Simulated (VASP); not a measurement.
# Ti2O (P1) in VASP: single point with PBEsol

Aim: the single point of Ti2O with PBEsol.

Program: VASP 6.6.1. These are calculated values, not measurements. Logs are shortened: lines on timing, memory, paths and dates and some standing lists are left out, and cuts for length are marked.

## (1) The cell of the first run

The typed cell holds 3 atoms: a = 2.953 Å, b = 2.953 Å, c = 4.724 Å, α = 90.00°, β = 90.00°, γ = 120.00°.

## (2) Single point, PBEsol (atoms moved at random)

The input, INCAR:

```
PREC     = Accurate       # precision mode
ENCUT    = 520            # plane-wave cutoff, eV
EDIFF    = 1E-6           # SCF threshold, eV
ISMEAR   = 0              # smearing method
SIGMA    = 0.15           # smearing width, eV
LREAL    = F              # projectors in reciprocal space
LASPH    = T              # aspherical terms in the spheres
NELM     = 80             # most SCF steps
ALGO     = Normal         # electronic algorithm
ISIF     = 2              # what is computed and relaxed
LWAVE    = F              # write WAVECAR
LCHARG   = F              # write CHGCAR
GGA      = PS             # functional
NBANDS   = 22             # bands
```

The input, KPOINTS:

```
Automatic mesh
0
Gamma
  12 12 8
```

The input, POSCAR:

```
Ti2O
1.0
    2.9529519823      0.0000000000      0.0000000000
   -1.4764759912      2.5573314328      0.0000000000
    0.0000000000      0.0000000000      4.7237336567
Ti O
2 1
Direct
    0.6474592895      0.3175936282      0.2357045762
    0.3476780788      0.7526819807      0.7125054750
    0.0048626317     -0.0702756089      0.0517899488
```

Potentials or basis: VASP PAW PBE potentials, release 64 (Ti_sv, O).

The run is started by

```
> cat potpaw_PBE.64/Ti_sv/POTCAR potpaw_PBE.64/O/POTCAR > POTCAR
> mpirun -np 1 vasp_std > vasp.out
```

OUTCAR:

```text
PREC = Accurate
   ENCUT = 520
   EDIFF = 1E-6
   ISMEAR = 0
   LREAL = F
   LASPH = T
   NELM = 80
   ISIF = 2
   GGA = PS

 ion  position               nearest neighbor table
   1  0.647  0.318  0.236-   3 1.80   3 1.87   3 2.10   2 2.68   2 2.86   2 2.89
   2  0.348  0.753  0.713-   3 2.10   3 2.37   1 2.68   1 2.86   1 2.89
   3  0.005  0.930  0.052-   1 1.80   1 1.87   1 2.10   2 2.10   2 2.37

  LATTYP: Found a hexagonal cell.
 ALAT       =     2.9529519823
 C/A-ratio  =     1.5996649065

  Lattice vectors:

 A1 = (   2.9529519823,   0.0000000000,   0.0000000000)
 A2 = (  -1.4764759912,   2.5573314328,   0.0000000000)
 A3 = (   0.0000000000,   0.0000000000,   4.7237336567)

Analysis of symmetry for initial positions (statically):
=====================================================================
 Subroutine PRICEL returns:
 Original cell was already a primitive cell.

 Routine SETGRP: Setting up the symmetry group for a
 hexagonal supercell.

 Subroutine GETGRP returns: Found  1 space group operations
 (whereof  1 operations were pure point group operations)
 out of a pool of 24 trial point group operations.

The static configuration has the point symmetry C_1 .

Analysis of symmetry for dynamics (positions and initial velocities):
=====================================================================
 Subroutine PRICEL returns:
 Original cell was already a primitive cell.

 Routine SETGRP: Setting up the symmetry group for a
 hexagonal supercell.

 Subroutine GETGRP returns: Found  1 space group operations
 (whereof  1 operations were pure point group operations)
 out of a pool of 24 trial point group operations.

The dynamic configuration has the point symmetry C_1 .

 Subroutine INISYM returns: Found  1 space group operations
 (whereof  1 operations are pure point group operations),
 and found     1 'primitive' translations

----------------------------------------------------------------------------------------

                                     Primitive cell

  volume of cell :      35.6721

  direct lattice vectors                    reciprocal lattice vectors
     2.952951982  0.000000000  0.000000000     0.338644179  0.195516308  0.000000000
    -1.476475991  2.557331433  0.000000000     0.000000000  0.391032616  0.000000000
     0.000000000  0.000000000  4.723733657     0.000000000  0.000000000  0.211696948

  length of vectors
     2.952951982  2.952951982  4.723733657     0.391032616  0.391032616  0.211696948

  position of ions in fractional coordinates (direct lattice)
     0.647459289  0.317593628  0.235704576
     0.347678079  0.752681981  0.712505475
     0.004862632  0.929724391  0.051789949

  ion indices of the primitive-cell ions
   primitive index   ion index
                 1           1
                 2           2
                 3           3

----------------------------------------------------------------------------------------

 KPOINTS: Automatic mesh

Automatic generation of k-mesh.
 Grid dimensions read from file:
 generate k-points for:   12   12    8

 Generating k-lattice:

  Cartesian coordinates                     Fractional coordinates (reciprocal lattice)
     0.028220348  0.016293026  0.000000000     0.083333333  0.000000000  0.000000000
     0.000000000  0.032586051  0.000000000     0.000000000  0.083333333  0.000000000
     0.000000000  0.000000000  0.026462119     0.000000000  0.000000000  0.125000000

  Length of vectors
     0.032586051  0.032586051  0.026462119

  Shift w.r.t. Gamma in fractional coordinates (k-lattice)
     0.000000000  0.000000000  0.000000000

 Subroutine IBZKPT returns following result:
 ===========================================

 Found    580 irreducible k-points:

 Following reciprocal coordinates:
            Coordinates               Weight
  0.000000  0.000000  0.000000      1.000000
  0.083333  0.000000  0.000000      2.000000
  0.000000  0.083333  0.000000      2.000000
 -0.083333  0.083333  0.000000      2.000000
  0.166667  0.000000  0.000000      2.000000
  0.000000  0.166667  0.000000      2.000000
[... 16 lines left out ...]
  0.166667  0.083333  0.000000      2.000000
 -0.083333  0.250000  0.000000      2.000000
 [... further k-points ...]
   k-points           NKPTS =    580   k-points in BZ     NKDIM =    580   number of bands    NBANDS=     22
   number of dos      NEDOS =    301   number of ions     NIONS =      3
   total plane-waves  NPLWV =  20736
   dimension x,y,z NGX =    24 NGY =   24 NGZ =   36
   dimension x,y,z NGXF=    48 NGYF=   48 NGZF=   72
   ions per type =               2   1
   NGX,Y,Z   is equivalent  to a cutoff of  13.51, 13.51, 12.67 a.u.
   NGXF,Y,Z  is equivalent  to a cutoff of  27.02, 27.02, 25.34 a.u.
 SYSTEM =  unknown system
   PREC   = accura    normal or accurate (medium, high low for compatibility)
   ISTART =      0    job   : 0-new  1-cont  2-samecut
   ICHARG =      2    charge: 1-file 2-atom 10-const
   ISPIN  =      1    spin polarized calculation?
   LNONCOLLINEAR =      F non collinear calculations
   LSORBIT =      F    spin-orbit coupling
   LASPH  =      T    aspherical Exc in radial PAW
   ENCUT  =  520.0 eV  38.22 Ry    6.18 a.u.   5.49  5.49  8.78*2*pi/ulx,y,z
   NELM   =     80;   NELMIN=  2; NELMDL= -5     # of ELM steps
   EDIFF  = 0.1E-05   stopping-criterion for ELM
   LREAL  =      F    real-space projection
   EDIFFG = 0.1E-04   stopping-criterion for IOM
   NSW    =      0    number of steps for IOM
   IBRION =     -1    ionic relax: 0-MD 1-quasi-New 2-CG
   NFREE  =      0    steps in history (QN), initial steepest desc. (CG)
   ISIF   =      2    stress and relaxation
   ISYM   =      2    0-nonsym 1-usesym 2-fastsym
   POTIM  = 0.5000    time-step for ionic-motion
   TEBEG  =    0.0;   TEEND  =   0.0 temperature during run
   PSTRESS=    0.0 pullay stress
   NELECT =      30.0000    total number of electrons
   NUPDOWN=      -1.0000    fix difference up-down
   EMIN   =  10.00;   EMAX   =-10.00  energy-range for DOS
   EFERMI =   0.00;   METHOD = LEGACY
   ISMEAR =     0;   SIGMA  =   0.15  broadening in eV -4-tet -1-fermi 0-gaus
   EFERMI_NEDOS =   21; number of points for ismear=-14 and -15
   IALGO  =     38    algorithm
   IMIX   =      4    mixing-type and parameters
     AMIX     =   0.40;   BMIX     =  1.00
     AMIX_MAG =   1.60;   BMIX_MAG =  1.00
  volume/ion in A,a.u.               =      11.89        80.24
  Fermi-wavevector in a.u.,A,eV,Ry     =   1.545275  2.920145 32.488990  2.387873
  Thomas-Fermi vector in A             =   2.650676
   LORBIT       =      0    0 simple, 1 ext, 2 COOP (PROOUT), +10 PAW based schemes
   GGA     = PS    functional components
   LHFCALC =     F    Hartree Fock is set to
   AEXX    =    0.0000 exact exchange contribution
   IVDW    =     0    specifies the selected vdW correction
   LEPSILON=     F    determine dielectric tensor
   LRPA    =     F    only Hartree local field effects (RPA)
 non-spin polarized calculation
 Gauss-broadening in eV      SIGMA  =   0.15
  energy-cutoff  :      520.00
  volume of cell :       35.67
 maximum number of plane-waves:       990
 NGX is ok and might be reduce to    24
   NGX = 11   NGY = 11   NGZ = 17

 number of electron      30.0000000 magnetization

 Free energy of the ion-electron system (eV)
  ---------------------------------------------------
  ext. energy  EPLUGINS =         0.00000000
  ---------------------------------------------------
  free energy    TOTEN  =       -26.28849664 eV

  energy without entropy =      -26.26682430  energy(sigma->0) =      -26.27766047

 E-fermi :  10.0875     XC(G=0): -12.5205

 val. band max:       10.0866172057   @ k =  -0.2500   0.2500   0.0000
 cond. band min:      10.0893605969   @ k =   0.0000   0.0833   0.5000
 fundamental gap:      0.0027433912
 Fermi energy:        10.0875022846

 k-point     1 :       0.0000    0.0000    0.0000
  band No.  band energies     occupation
      1     -46.8226      2.00000
      2     -46.5912      2.00000
      3     -23.6477      2.00000
      4     -23.1007      2.00000
      5     -22.9279      2.00000
      6     -22.7545      2.00000
[... 14 lines left out ...]
     21      12.5513      0.00000
     22      13.7570      0.00000

 k-point     2 :       0.0833    0.0000    0.0000
  band No.  band energies     occupation
      1     -46.8154      2.00000
      2     -46.5875      2.00000
      3     -23.6311      2.00000
      4     -23.1419      2.00000
      5     -22.9487      2.00000
      6     -22.7665      2.00000
[... 14 lines left out ...]
     21      12.7822      0.00000
     22      13.6276      0.00000

 k-point     3 :       0.0000    0.0833    0.0000
  band No.  band energies     occupation
      1     -46.8150      2.00000
      2     -46.5879      2.00000
      3     -23.6293      2.00000
      4     -23.1508      2.00000
      5     -22.9413      2.00000
      6     -22.7616      2.00000
[... 14 lines left out ...]
     21      12.7808      0.00000
     22      13.6312      0.00000

 k-point     4 :      -0.0833    0.0833    0.0000
  band No.  band energies     occupation
      1     -46.8160      2.00000
      2     -46.5874      2.00000
      3     -23.6323      2.00000
      4     -23.1114      2.00000
      5     -22.9701      2.00000
      6     -22.7763      2.00000
[... 14 lines left out ...]
     21      12.7736      0.00000
     22      13.6437      0.00000

 k-point     5 :       0.1667    0.0000    0.0000
  band No.  band energies     occupation
      1     -46.7957      2.00000
      2     -46.5777      2.00000
      3     -23.5889      2.00000
      4     -23.2588      2.00000
      5     -22.9928      2.00000
      6     -22.8445      2.00000
[... 417 lines left out ...]
 k-point    22 :      -0.1667    0.0833    0.0000
  band No.  band energies     occupation
      1     -46.8035      2.00000
      2     -46.5802      2.00000
      3     -23.6041      2.00000
      4     -23.1602      2.00000
      5     -23.0260      2.00000
      6     -22.8298      2.00000
[... 14 lines left out ...]
     21      13.0002      0.00000
     22      13.4848      0.00000

 k-point    23 :       0.1667    0.0833    0.0000
  band No.  band energies     occupation
      1     -46.7764      2.00000
      2     -46.5705      2.00000
      3     -23.5724      2.00000
      4     -23.3666      2.00000
      5     -23.0120      2.00000
      6     -22.8903      2.00000
[... 14 lines left out ...]
     21      12.8534      0.00000
     22      13.8503      0.00000

 k-point    24 :      -0.0833    0.2500    0.0000
  band No.  band energies     occupation
      1     -46.7774      2.00000
      2     -46.5710      2.00000
      3     -23.5568      2.00000
      4     -23.3222      2.00000
      5     -23.0404      2.00000
      6     -22.8946      2.00000
[... 14 lines left out ...]
     21      12.9886      0.00000
     22      13.6947      0.00000

 [... further k-points ...]

------------------------ aborting loop because EDIFF is reached ----------------------------------------

  FORCE on cell =-STRESS in cart. coord.  units (eV):
  Direction    XX          YY          ZZ          XY          YZ          ZX
  --------------------------------------------------------------------------------------
  -------------------------------------------------------------------------------------
  Total        1.5449816      6.8539911      3.6128290      1.5708942     -1.6174629      0.4283710
  in kB       69.3913120    307.8401893    162.2666173     70.5551496    -72.6467367     19.2398574
  external PRESSURE =     179.8327062 kB  Pullay stress =       0.0000000 kB

 VOLUME and BASIS-vectors are now :
 -----------------------------------------------------------------------------
  energy-cutoff  :      520.00
  volume of cell :       35.67
      direct lattice vectors                 reciprocal lattice vectors
     2.952951982  0.000000000  0.000000000     0.338644179  0.195516308  0.000000000
    -1.476475991  2.557331433  0.000000000     0.000000000  0.391032616  0.000000000
     0.000000000  0.000000000  4.723733657     0.000000000  0.000000000  0.211696948

 POSITION                                       TOTAL-FORCE (eV/Angst)
 -----------------------------------------------------------------------------------
      1.44300      0.81219      1.11341         0.796794     -1.440502      3.312772
     -0.08464      1.92486      3.36569         0.727021     -1.113475      0.969833
     -1.35836      2.37761      0.24464        -1.523815      2.553977     -4.282606
 -----------------------------------------------------------------------------------
    total drift:                                0.000027     -0.000061     -0.000222

  FREE ENERGIE OF THE ION-ELECTRON SYSTEM (eV)
  ---------------------------------------------------
  free  energy   TOTEN  =       -26.2884966362 eV

  energy  without entropy=      -26.2668243040  energy(sigma->0) =      -26.27766047
```

It took 12 min on 1 thread of AMD EPYC 7R43 (Zen 3), shared host; peak memory 0.44 GiB.

Results:

```yaml
Free_energy: -26.2885 eV
Pressure: 18.0 GPa
Largest_force: 5.214 eV/Å
Band_gap_on_the_k_mesh: zero (band 15 reaches 10.39 eV, above the bottom of band 16 at 9.54 eV)
```

Forces on the atoms (eV/Å):
```
Ti   0.797 -1.441  3.313
Ti   0.727 -1.113  0.970
O   -1.524  2.554 -4.283
```

Caveat: the cell differs from its parent crystal (atoms moved at random); the PAW data sets were made with another functional, which shifts forces and pressure a little.
